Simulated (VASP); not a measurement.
Set up this calculation in VASP 6.6.1, as the native input.

| Item | Value |
| --- | --- |
| Task | single point |
| Functional | PBE |
| Potentials or basis | VASP PAW PBE potentials, release 64 (Pt) |
| Cutoff | 500 eV |
| k mesh | 13 × 13 × 13 |
| Occupations | fermi-dirac, width 0.05 eV |
| Spin | no spin polarisation |
| Dipole correction | no |
| Further INCAR settings | ALGO = Normal; EDIFF = 1e-06; NBANDS = 11 |

The structure of Pt lies in POSCAR:

```
Pt
1.0
    0.0000000000      1.9993587835      1.9993587835
    1.9993587835      0.0000000000      1.9993587835
    1.9993587835      1.9993587835      0.0000000000
Pt
1
Direct
    0.0000000000      0.0000000000      0.0000000000
```

One way to write it, as run:

INCAR

```
SYSTEM = Pt
PREC = Accurate
ENCUT = 500
EDIFF = 1E-6
ISMEAR = -1
SIGMA = 0.05
LREAL = .False.
LASPH = .True.
NELM = 120
ALGO = Normal
ISIF = 2
LWAVE = .False.
LCHARG = .False.
GGA = PE
NBANDS = 11
GGA_COMPAT = .False.
```

KPOINTS

```
regular mesh
0
Gamma
  13 13 13
  0 0 0
```

Potentials or basis: VASP PAW PBE potentials, release 64 (Pt).

Launch:

```console
$ cat potpaw_PBE.64/Pt/POTCAR > POTCAR
$ mpirun -np 1 vasp_std > vasp.out
```

Results of the run:

```
Pressure               : -5.5 GPa
Band gap on the k mesh : zero (bands 5 and 6 overlap by 1.96 eV)
```

Caveat: the cell stands under tension; spin-orbit coupling is left out, which moves the levels of the heavy elements.

Wall time 20 s on 1 thread of Intel Xeon 8259CL (shared host), peak memory 0.15 GiB.
